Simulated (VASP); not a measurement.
Input of a VASP 6.6.1 run:

File INCAR:

```
PREC = Accurate
ENCUT = 520
EDIFF = 1E-6
ISMEAR = 0
SIGMA = 0.02
LREAL = False
LASPH = True
NELM = 100
ALGO = Normal
ISIF = 2
LWAVE = False
LCHARG = False
LDIPOL = True
IDIPOL = 3
DIPOL = 0.5 0.5 0.338
NBANDS = 27
```

Contents of KPOINTS:

```
regular mesh
0
Gamma
  12 12 1
```

Contents of POSCAR:

```
InSe
1.0
    4.0000000000      0.0000000000      0.0000000000
   -2.0000000000      3.4641016151      0.0000000000
    0.0000000000      0.0000000000     34.5600000019
Se In
2 2
Direct
    0.3333333333      0.6666666667      0.2624875627
    0.3333333333      0.6666666667      0.4140170669
    0.0000000000      0.0000000000      0.2986054386
    0.0000000000      0.0000000000      0.3778991910
```

Potentials or basis: VASP PAW LDA potentials, release 64 (Se, In_d).

Run with:

```bash
$ cat potpaw_LDA.64/Se/POTCAR potpaw_LDA.64/In_d/POTCAR > POTCAR
$ mpirun -np 1 vasp_std > vasp.out
```

(1) Estimate the largest force.

(2) What does it give for the band gap on the k mesh?

Answers

(1) 0.029 eV/Å.

(2) 1.46 eV (least direct gap 1.55 eV).

Caveat: spin-orbit coupling is left out, which moves the levels of the heavy elements.
